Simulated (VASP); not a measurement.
Write the native input for VASP 6.6.1 that does the following.

- Task: single point
- Functional: LDA
- Potentials or basis: VASP PAW LDA potentials, release 64 (Na_pv, In_d)
- Cutoff: 500 eV
- k mesh: 2 × 2 × 2
- Occupations: gaussian, width 0.1 eV
- Spin: no spin polarisation
- Dipole correction: no
- Further INCAR settings: ALGO = Normal; EDIFF = 1e-06; NBANDS = 25

The structure of Na3In lies in POSCAR:

```
Na3In
1.0
    0.0000000000      3.8904590000      3.8904590000
    3.8904590000      0.0000000000      3.8904590000
    3.8904590000      3.8904590000      0.0000000000
Na In
3 1
Direct
    0.2500000000      0.2500000000      0.2500000000
    0.7500000000      0.7500000000      0.7500000000
    0.5000000000      0.5000000000      0.5000000000
    0.0000000000      0.0000000000      0.0000000000
```

These files were run (other wordings do the same):

INCAR

```
PREC = Accurate
ENCUT = 500
EDIFF = 1E-6
ISMEAR = 0
SIGMA = 0.1
LREAL = F
LASPH = T
NELM = 120
ALGO = Normal
ISIF = 2
LWAVE = F
LCHARG = F
GGA = CA
NBANDS = 25
GGA_COMPAT = F
```

KPOINTS

```
Automatic mesh
0
Gamma
  2 2 2
```

Potentials or basis: VASP PAW LDA potentials, release 64 (Na_pv, In_d).

The run is started by

```sh
$ cat potpaw_LDA.64/Na_pv/POTCAR potpaw_LDA.64/In_d/POTCAR > POTCAR
$ mpirun -np 1 vasp_std > vasp.out
```

It gave:

```
Pressure               : -1.2 GPa
Band gap on the k mesh : zero (bands 17 and 18 overlap by 1.33 eV)
```

Caveat: the k points lie up to 0.70 Å⁻¹ apart, too coarse for converged energies and pressures of a metal; spin-orbit coupling is left out, which moves the levels of the heavy elements.

It took 5.1 s on 1 thread of AMD EPYC 9R45 (Zen 5), with other jobs on the host, peak memory 0.15 GiB.
